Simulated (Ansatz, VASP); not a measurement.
Two plane-wave programs on SbSe2

```
CELL_PARAMETERS angstrom
3.90978 0.00000 0.00000
-1.95489 3.38597 0.00000
0.00000 0.00000 11.91348
ATOMIC_POSITIONS crystal
Sb 0.66667 0.33333 0.75000
Sb 0.33333 0.66667 0.25000
Se 0.33333 0.66667 0.90069
Se 0.66667 0.33333 0.40069
Se 0.33333 0.66667 0.59931
Se 0.66667 0.33333 0.09931
```

Alike in both runs: functional PBE; k mesh 12 × 12 × 4; occupations gaussian, width 0.1 eV; no spin polarisation.

Ansatz relaxed the structure, and its values are those at the end. VASP's run is a single point on that final structure, the one shown.

```csv
,VASP,Ansatz
version,VASP 6.6.1,Ansatz 0.2.0
potentials or method,"VASP PAW PBE potentials, release 64 (Sb, Se), cutoff 520 eV","scalar-relativistic, plane waves, PAW"
valence electrons in the cell,34,94
```

Ansatz gave:

```
gap on the k mesh at the Fermi level (eV) : none
pressure (GPa)                            : 0.0
```

Problem. What did VASP give for the same quantities?

Solution. gap on the k mesh at the Fermi level (eV): none; pressure (GPa): -0.1.

A gap of «none» marks a metal or a gap that the smearing closes. VASP's potentials hold 34 valence electrons a cell and Ansatz's 94, so a difference there can come from the potentials and not from the codes.

Spin-orbit coupling is off throughout.
